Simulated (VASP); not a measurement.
Input of a VASP 6.6.1 run:

File POSCAR:

```
C
1.0
    0.0000000000      1.7833800000      1.7833800000
    1.7833800000      0.0000000000      1.7833800000
    1.7833800000      1.7833800000      0.0000000000
C
2
Direct
    0.5000000000      0.5000000000      0.5000000000
    0.7500000000      0.7500000000      0.7500000000
```

Contents of INCAR.step1:

```
SYSTEM = C
PREC = Accurate
ENCUT = 520
ISMEAR = 0
SIGMA = 0.1
LREAL = .False.
LASPH = .True.
NELM = 80
NBANDS = 11
GGA = PE
ALGO = Normal
EDIFF = 1E-4
LWAVE = .True.
LCHARG = .False.
```

Contents of INCAR.step2:

```
SYSTEM = C
PREC = Accurate
ENCUT = 520
EDIFF = 1E-6
ISMEAR = 0
SIGMA = 0.1
LREAL = .False.
LASPH = .True.
NELM = 80
ALGO = Normal
ISIF = 2
LWAVE = .False.
LCHARG = .False.
METAGGA = R2SCAN
LMIXTAU = .True.
NBANDS = 11
ISTART = 1
```

Contents of KPOINTS:

```
regular mesh
0
Gamma
  12 12 12
  0 0 0
```

Potentials or basis: VASP PAW PBE potentials, release 64 (C).

Command:

```sh
$ cat potpaw_PBE.64/C/POTCAR > POTCAR
$ cp INCAR.step1 INCAR
$ mpirun -np 1 vasp_std > vasp.out
$ cp INCAR.step2 INCAR
$ mpirun -np 1 vasp_std > vasp.out
```

(1) Predict the pressure.

(2) Estimate the band gap on the k mesh.

## Answers

(1) -1.3 GPa.

(2) 4.34 eV, indirect (least direct gap 5.84 eV).

Caveat: the PAW data sets were made with another functional, which shifts forces and pressure a little.
